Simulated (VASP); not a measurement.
SnGeO2:

```
Sn Ge O
1.0
     3.74830    0.00000    0.00000
     0.00000    3.74830    0.00000
     0.00000    0.00000    4.80733
Sn Ge O
1 1 2
Direct
  0.50000 0.50000 0.24054
  0.00000 0.00000 0.78292
  0.00000 0.50000 0.98827
  0.50000 0.00000 0.98827
```

Base run:

| Property | Result |
| --- | --- |
| Program | VASP 6.6.1 |
| Functional | PBE |
| Potentials or basis | VASP PAW PBE potentials, release 64 (Sn_d, Ge_d, O_h) |
| Cutoff | 1340 eV |
| k mesh | 4 × 4 × 4 |
| Occupations | gaussian, width 0.1 eV |
| Spin | no spin polarisation |

Its results: band gap on the k mesh 1.17 eV (least direct gap 2.21 eV); pressure 0.3 GPa; largest force 0.072 eV/Å.

Problem. The run is repeated on the same cell with these changes: k mesh from 4 × 4 × 4 to 8 × 8 × 6; occupations from gaussian, width 0.1 eV to gaussian, width 0.02 eV. What comes out?

Solution. Band gap on the k mesh 1.00 eV (least direct gap 2.21 eV); pressure 0.2 GPa; largest force 0.066 eV/Å.

Caveats: spin-orbit coupling is left out, which moves the levels of the heavy elements.

A k mesh can miss the band edges.
